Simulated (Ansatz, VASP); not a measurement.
**W: VASP beside Ansatz**

File INCAR:

```
SYSTEM = W
PREC = Accurate
ENCUT = 520
EDIFF = 1E-7
ISMEAR = -1
SIGMA = 0.1
LREAL = .FALSE.
LASPH = .TRUE.
NELM = 100
ALGO = Normal
ISIF = 2
LWAVE = .FALSE.
LCHARG = .FALSE.
GGA = PS
NBANDS = 21
```

KPOINTS

```
Automatic mesh
0
G
  11 11 11
  0 0 0
```

Contents of POSCAR:

```
W
1.0
    0.0000000000      2.9171379000      2.9171379000
    2.9171379000      0.0000000000      2.9171379000
    2.9171379000      2.9171379000      0.0000000000
W
2
Direct
    0.1250000000      0.1250000000      0.1250000000
    0.8750000000      0.8750000000      0.8750000000
```

Input for Ansatz:

```yaml
crystal:
  lattice:
    - [0.0, 2.9171379, 2.9171379]
    - [2.9171379, 0.0, 2.9171379]
    - [2.9171379, 2.9171379, 0.0]
  atoms:
    - { symbol: W, position: [0.125, 0.125, 0.125] }
    - { symbol: W, position: [0.875, 0.875, 0.875] }
hamiltonian:
  xc: pbesol
  pseudopotentials:
    kind: paw
    azcp:
      W: "pseudopotentials/W.paw.azcp"
basis:
  ecutwfc: 420
  fft_grid_basis: typed
kpoints:
  mp_grid: { grid: [11, 11, 11], shift: [0, 0, 0] }
magnetization:
  spin_polarized: false
scf:
  occupations: { method: fermi_dirac, width: 0.1 }
  lower_state_search: "off"
output:
  stress: true
  write_density: true
  write_potential: true
  elf: true
  volumetric_format: npy
```

Alike in both runs: task single point; functional PBEsol; k mesh 11 × 11 × 11; occupations fermi-dirac, width 0.1 eV; no spin polarisation.

|  | VASP | Ansatz |
| --- | --- | --- |
| version | VASP 6.6.1 | Ansatz 0.2.0 |
| potentials or method | VASP PAW PBE potentials, release 64 (W_sv), cutoff 520 eV | plane waves (420 eV) with PAW, scalar-relativistic |
| valence electrons in the cell | 28 | 28 |

Ansatz gave:

| Property | Result |
| --- | --- |
| pressure (GPa) | -4.7 |

What did VASP give for the same quantities?

Pressure (GPa): -4.2.

VASP's potentials were made for PBE, not for PBEsol, and Ansatz warns of the same on its side. With one functional, cell and mesh, what is left measures potentials, basis and numerics.

Neither program's run includes spin-orbit coupling.
